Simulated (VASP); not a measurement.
# Al2Cu (P4/mmm) in VASP: a series of runs, part 2 of 2

VASP 6.6.1.

## (3) Relaxation of cell and atoms, PBEsol+D4

Input file INCAR:

```
PREC = Accurate
ENCUT = 600
EDIFF = 1E-6
ISMEAR = -1
SIGMA = 0.05
LREAL = F
LASPH = T
NELM = 100
ALGO = Normal
ISIF = 3
LWAVE = F
LCHARG = F
GGA = PS
IVDW = 13
IBRION = 2
NSW = 60
EDIFFG = -0.01
```

Input file KPOINTS:

```
Automatic mesh
0
Gamma
  7 7 9
```

Input file POSCAR:

```
Al2Cu
1.0
    4.1051820000      0.0000000000      0.0000000000
    0.0000000000      4.1051820000      0.0000000000
    0.0000000000      0.0000000000      2.8913130000
Cu Al
1 2
Direct
    0.0000000000      0.0000000000      0.0000000000
    0.0000000000      0.5000000000      0.5000000000
    0.5000000000      0.0000000000      0.5000000000
```

Potentials or basis: VASP PAW PBE potentials, release 64 (Cu, Al).

The run is started by

```bash
$ cat potpaw_PBE.64/Cu/POTCAR potpaw_PBE.64/Al/POTCAR > POTCAR
$ mpirun -np 1 vasp_std > vasp.out
```

OUTCAR:

```text
PREC = Accurate
   ENCUT = 600
   EDIFF = 1E-6
   ISMEAR = -1
   LREAL = F
   LASPH = T
   NELM = 100
   ISIF = 3
   GGA = PS
   IVDW = 13
   IBRION = 2
   NSW = 60
   EDIFFG = -0.01

 ion  position               nearest neighbor table
   1  0.000  0.000  0.000-   2 2.51   3 2.51   2 2.51   3 2.51   2 2.51   2 2.51   3 2.51   3 2.51

   2  0.000  0.500  0.500-   1 2.51   1 2.51   1 2.51   1 2.51   3 2.90   3 2.90   3 2.90   3 2.90

   3  0.500  0.000  0.500-   1 2.51   1 2.51   1 2.51   1 2.51   2 2.90   2 2.90   2 2.90   2 2.90

  LATTYP: Found a simple tetragonal cell.
 ALAT       =     4.1051820000
 C/A-ratio  =     0.7043081159

  Lattice vectors:

 A1 = (   4.1051820000,   0.0000000000,   0.0000000000)
 A2 = (   0.0000000000,   4.1051820000,   0.0000000000)
 A3 = (   0.0000000000,   0.0000000000,   2.8913130000)

Analysis of symmetry for initial positions (statically):
=====================================================================
 Subroutine PRICEL returns:
 Original cell was already a primitive cell.

 Routine SETGRP: Setting up the symmetry group for a
 simple tetragonal supercell.

 Subroutine GETGRP returns: Found 16 space group operations
 (whereof 16 operations were pure point group operations)
 out of a pool of 16 trial point group operations.

The static configuration has the point symmetry D_4h.

Analysis of symmetry for dynamics (positions and initial velocities):
=====================================================================
 Subroutine PRICEL returns:
 Original cell was already a primitive cell.

 Routine SETGRP: Setting up the symmetry group for a
 simple tetragonal supercell.

 Subroutine GETGRP returns: Found 16 space group operations
 (whereof 16 operations were pure point group operations)
 out of a pool of 16 trial point group operations.

The dynamic configuration has the point symmetry D_4h.

 Subroutine INISYM returns: Found 16 space group operations
 (whereof 16 operations are pure point group operations),
 and found     1 'primitive' translations

----------------------------------------------------------------------------------------

                                     Primitive cell

  volume of cell :      48.7259

  direct lattice vectors                    reciprocal lattice vectors
     4.105182000  0.000000000  0.000000000     0.243594559  0.000000000  0.000000000
     0.000000000  4.105182000  0.000000000     0.000000000  0.243594559  0.000000000
     0.000000000  0.000000000  2.891313000     0.000000000  0.000000000  0.345863627

  length of vectors
     4.105182000  4.105182000  2.891313000     0.243594559  0.243594559  0.345863627

  position of ions in fractional coordinates (direct lattice)
     0.000000000  0.000000000  0.000000000
     0.000000000  0.500000000  0.500000000
     0.500000000  0.000000000  0.500000000

  ion indices of the primitive-cell ions
   primitive index   ion index
                 1           1
                 2           2
                 3           3

----------------------------------------------------------------------------------------

 KPOINTS: Automatic mesh

Automatic generation of k-mesh.
 Grid dimensions read from file:
 generate k-points for:    7    7    9

 Generating k-lattice:

  Cartesian coordinates                     Fractional coordinates (reciprocal lattice)
     0.034799223  0.000000000  0.000000000     0.142857143  0.000000000  0.000000000
     0.000000000  0.034799223  0.000000000     0.000000000  0.142857143  0.000000000
     0.000000000  0.000000000  0.038429292     0.000000000  0.000000000  0.111111111

  Length of vectors
     0.034799223  0.034799223  0.038429292

  Shift w.r.t. Gamma in fractional coordinates (k-lattice)
     0.000000000  0.000000000  0.000000000

 Subroutine IBZKPT returns following result:
 ===========================================

 Found     50 irreducible k-points:

 Following reciprocal coordinates:
            Coordinates               Weight
  0.000000  0.000000  0.000000      1.000000
  0.142857  0.000000  0.000000      4.000000
  0.285714  0.000000  0.000000      4.000000
  0.428571  0.000000  0.000000      4.000000
  0.142857  0.142857  0.000000      4.000000
  0.285714  0.142857  0.000000      8.000000
[... 16 lines left out ...]
  0.285714  0.000000  0.222222      8.000000
  0.428571  0.000000  0.222222      8.000000
 [... further k-points ...]
   k-points           NKPTS =     50   k-points in BZ     NKDIM =     50   number of bands    NBANDS=     12
   number of dos      NEDOS =    301   number of ions     NIONS =      3
   total plane-waves  NPLWV =  31104
   dimension x,y,z NGX =    36 NGY =   36 NGZ =   24
   dimension x,y,z NGXF=    72 NGYF=   72 NGZF=   48
   ions per type =               1   2
   NGX,Y,Z   is equivalent  to a cutoff of  14.58, 14.58, 13.80 a.u.
   NGXF,Y,Z  is equivalent  to a cutoff of  29.16, 29.16, 27.60 a.u.
 SYSTEM =  unknown system
   PREC   = accura    normal or accurate (medium, high low for compatibility)
   ISTART =      0    job   : 0-new  1-cont  2-samecut
   ICHARG =      2    charge: 1-file 2-atom 10-const
   ISPIN  =      1    spin polarized calculation?
   LNONCOLLINEAR =      F non collinear calculations
   LSORBIT =      F    spin-orbit coupling
   LASPH  =      T    aspherical Exc in radial PAW
   ENCUT  =  600.0 eV  44.10 Ry    6.64 a.u.   8.20  8.20  5.77*2*pi/ulx,y,z
   NELM   =    100;   NELMIN=  2; NELMDL= -5     # of ELM steps
   EDIFF  = 0.1E-05   stopping-criterion for ELM
   LREAL  =      F    real-space projection
   EDIFFG = -.1E-01   stopping-criterion for IOM
   NSW    =     60    number of steps for IOM
   IBRION =      2    ionic relax: 0-MD 1-quasi-New 2-CG
   NFREE  =      1    steps in history (QN), initial steepest desc. (CG)
   ISIF   =      3    stress and relaxation
   ISYM   =      2    0-nonsym 1-usesym 2-fastsym
   POTIM  = 0.5000    time-step for ionic-motion
   TEBEG  =    0.0;   TEEND  =   0.0 temperature during run
   PSTRESS=    0.0 pullay stress
   NELECT =      17.0000    total number of electrons
   NUPDOWN=      -1.0000    fix difference up-down
   EMIN   =  10.00;   EMAX   =-10.00  energy-range for DOS
   EFERMI =   0.00;   METHOD = LEGACY
   ISMEAR =    -1;   SIGMA  =   0.05  broadening in eV -4-tet -1-fermi 0-gaus
   EFERMI_NEDOS =   21; number of points for ismear=-14 and -15
   IALGO  =     38    algorithm
   IMIX   =      4    mixing-type and parameters
     AMIX     =   0.40;   BMIX     =  1.00
     AMIX_MAG =   1.60;   BMIX_MAG =  1.00
  volume/ion in A,a.u.               =      16.24       109.61
  Fermi-wavevector in a.u.,A,eV,Ry     =   1.152492  2.177894 18.071765  1.328237
  Thomas-Fermi vector in A             =   2.289142
   LORBIT       =      0    0 simple, 1 ext, 2 COOP (PROOUT), +10 PAW based schemes
   GGA     = PS    functional components
   LHFCALC =     F    Hartree Fock is set to
   AEXX    =    0.0000 exact exchange contribution
   IVDW    =    13    specifies the selected vdW correction
   LEPSILON=     F    determine dielectric tensor
   LRPA    =     F    only Hartree local field effects (RPA)
 conjugate gradient relaxation of ions
 non-spin polarized calculation
  energy-cutoff  :      600.00
  volume of cell :       48.73
 maximum number of plane-waves:      1652
 NGX is ok and might be reduce to    36
   NGX = 17   NGY = 17   NGZ = 11

--------------------------------------- Ionic step        1  -------------------------------------------

 number of electron      16.9999992 magnetization

 Free energy of the ion-electron system (eV)
  ---------------------------------------------------
  ext. energy  EPLUGINS =         0.00000000
  ---------------------------------------------------
  free energy    TOTEN  =       -12.55529735 eV

  energy without entropy =      -12.54322547  energy(sigma->0) =      -12.54926141

------------------------ aborting loop because EDIFF is reached ----------------------------------------

  DFT-D4 for vdW energy calculation

  Edisp (eV):   -0.64220
[... 196 lines left out ...]
--------------------------------------- Ionic step        6  -------------------------------------------

 number of electron      16.9999993 magnetization

 Free energy of the ion-electron system (eV)
  ---------------------------------------------------
  ext. energy  EPLUGINS =         0.00000000
  ---------------------------------------------------
  free energy    TOTEN  =       -12.55786821 eV

  energy without entropy =      -12.54572616  energy(sigma->0) =      -12.55179719

 E-fermi :   7.5169     XC(G=0): -10.6658

 val. band max:        7.4921685958   @ k =   0.1429   0.1429   0.4444
 cond. band min:       7.5182060645   @ k =   0.2857   0.2857   0.2222
 fundamental gap:      0.0260374686
 Fermi energy:         7.5168849164

 k-point     1 :       0.0000    0.0000    0.0000
  band No.  band energies     occupation
      1      -3.3110      2.00000
      2       1.8870      2.00000
      3       2.3776      2.00000
      4       3.0859      2.00000
      5       3.3102      2.00000
      6       3.3102      2.00000
      7       4.9993      2.00000
      8       4.9993      2.00000
      9       7.4854      1.30467
     10       8.3226      0.00000
     11      13.7712      0.00000
     12      13.7856      0.00000
[... 331 lines left out ...]
 k-point    24 :       0.4286    0.0000    0.2222
  band No.  band energies     occupation
      1      -0.9969      2.00000
      2       0.5765      2.00000
      3       2.5852      2.00000
      4       2.7996      2.00000
      5       3.0111      2.00000
      6       3.0378      2.00000
      7       3.3524      2.00000
      8       7.5591      0.60131
      9       9.2333      0.00000
     10       9.3521      0.00000
     11       9.8560      0.00000
     12      10.9622      0.00000

 [... further k-points ...]

------------------------ aborting loop because EDIFF is reached ----------------------------------------

  DFT-D4 for vdW energy calculation

  Edisp (eV):   -0.66889
[... 26 lines left out ...]
  FREE ENERGIE OF THE ION-ELECTRON SYSTEM (eV)
  ---------------------------------------------------
  free  energy   TOTEN  =       -13.2267557345 eV

  energy  without entropy=      -13.2146136765  energy(sigma->0) =      -13.22068471

 reached required accuracy - stopping structural energy minimisation
```

Wall time 1.8 min (1 thread of Intel Xeon Platinum 8175M at 2.50GHz (Skylake/Cascade Lake), shared host); peak memory 0.2 GiB.

Results:

```
Free energy                            : -13.2268 eV
Relaxed volume                         : 15.55 Å³/atom
Relaxed cell                           : a = 4.060 Å, b = 4.060 Å, c = 2.831 Å, α = 90.00°, β = 90.00°, γ = 90.00°
Space group after relaxing (to 0.05 Å) : P4/mmm (No. 123)
Energy gained by relaxing              : 9.8 meV/atom
Ionic steps                            : 6
Pressure after relaxing                : -0.1 GPa
Dispersion energy per atom             : -0.223 eV
```

The path:
```tsv
step	energy change (eV)	largest force (eV/Å)	pressure (GPa)	volume (Å³)
1	0.0000	0.0000	-4.16	48.73
2	-0.0242	0.0000	1.44	45.81
3	-0.0289	0.0000	0.08	46.59
4	-0.0289	0.0000	0.01	46.63
5	-0.0292	0.0000	-0.08	46.65
6	-0.0293	0.0000	-0.08	46.66
```

Final structure:
```cif
data_structure
_symmetry_space_group_name_H-M 'P 1'
_symmetry_Int_Tables_number 1
_cell_length_a 4.0597
_cell_length_b 4.0597
_cell_length_c 2.8310
_cell_angle_alpha 90.000
_cell_angle_beta 90.000
_cell_angle_gamma 90.000
_cell_volume 46.66
loop_
_atom_site_label
_atom_site_type_symbol
_atom_site_fract_x
_atom_site_fract_y
_atom_site_fract_z
_atom_site_occupancy
Cu1 Cu 0.00000 0.00000 0.00000 1
Al1 Al 0.00000 0.50000 0.50000 1
Al2 Al 0.50000 0.00000 0.50000 1
```

Levels at points of the mesh, in eV from the Fermi level:
```
           k point  band 5  band 6  band 7  band 8  band 9  band 10  band 11  band 12
(0.00, 0.00, 0.00)   -4.21   -4.21   -2.52   -2.52   -0.03     0.81     6.25     6.27
```

Caveat: the PAW data sets were made with another functional, which shifts forces and pressure a little; pairwise dispersion overbinds metals, which lowers pressure and volume.

## (4) Single point, HSE06

POSCAR is that of step 3.

Input file INCAR.step1:

```
  ALGO = Normal
  EDIFF = 1E-5
  ENCUT = 520
  GGA = PE
  ISIF = 2
  ISMEAR = 1
  LASPH = True
  LCHARG = False
  LREAL = False
  LWAVE = True
  NBANDS = 16
  NELM = 60
  PREC = Accurate
  SIGMA = 0.05
```

Input file INCAR.step2:

```
  ALGO = Normal
  EDIFF = 1E-6
  ENCUT = 520
  GGA = PE
  HFSCREEN = 0.2079
  ISIF = 2
  ISMEAR = 1
  ISTART = 1
  LASPH = True
  LCHARG = False
  LHFCALC = True
  LREAL = False
  LWAVE = False
  NBANDS = 16
  NELM = 60
  PREC = Accurate
  PRECFOCK = Normal
  SIGMA = 0.05
```

Input file KPOINTS:

```
k-points
0
Gamma
  4 4 5
```

The run is started by

```bash
$ cat potpaw_PBE.64/Cu/POTCAR potpaw_PBE.64/Al/POTCAR > POTCAR
$ cp INCAR.step1 INCAR
$ mpirun -np 1 vasp_std > vasp.out
$ cp INCAR.step2 INCAR
$ mpirun -np 1 vasp_std > vasp.out
```

It took 30 min on 1 thread of Oxide Virtual Turin-like, shared host; peak memory 0.24 GiB.

The run converged. Its results:

| Quantity | Value |
| --- | --- |
| Free energy | -11.9795 eV |
| Pressure | -0.5 GPa |

Stress tensor (GPa, compression positive):
```
 0.30  0.00  0.00
 0.00  0.30  0.00
 0.00  0.00 -2.19
```

Levels at points of the mesh, in eV from the Fermi level:
```
           k point  band 4  band 5  band 6  band 7  band 8  band 9  band 10  band 11  band 12  band 13
(0.00, 0.00, 0.00)   -5.88   -5.57   -5.57   -2.93   -2.93   -0.26     1.13     6.57     6.74     6.74
(0.50, 0.00, 0.00)   -6.07   -5.82   -5.60   -5.56   -1.41    1.58     1.91     2.17     8.10     9.04
(0.50, 0.50, 0.00)   -6.80   -5.84   -5.69   -5.60   -5.60   -3.32     9.23     9.23    10.25    10.70
```

Caveat: the k points lie up to 0.43 Å⁻¹ apart; the PAW data sets were made with another functional, which shifts forces and pressure a little.

## (5) Summary

| task | level | cell | k mesh | cutoff (eV) | smearing | grid for exact exchange (PRECFOCK) | screening parameter | gap on the mesh (eV) | pressure (GPa) | relaxed volume (Å³/atom) |
| --- | --- | --- | --- | --- | --- | --- | --- | --- | --- | --- |
| relaxation of cell and atoms | PBEsol+D3(BJ) | relaxed | 7 × 7 × 9 | 600 | fermi-dirac 0.05 eV | - | - | none | -0.1 | 15.33 |
| relaxation of cell and atoms | PBEsol+D4 | relaxed | 7 × 7 × 9 | 600 | fermi-dirac 0.05 eV | - | - | none | -0.1 | 15.55 |
| single point | HSE06 | as given | 4 × 4 × 5 | 520 | methfessel-paxton 0.05 eV | Normal | 0.2079 1/Å | none | -0.5 | - |

Alike in all rows: potentials or basis VASP PAW PBE potentials, release 64 (Cu, Al); no spin polarisation.

Caveats: some runs use coarse meshes; the PAW data sets were made with another functional, which shifts forces and pressure a little; pairwise dispersion overbinds metals, which lowers pressure and volume (some runs).

Total energies depend on the potentials used, so only differences within one code and one set of settings carry meaning.
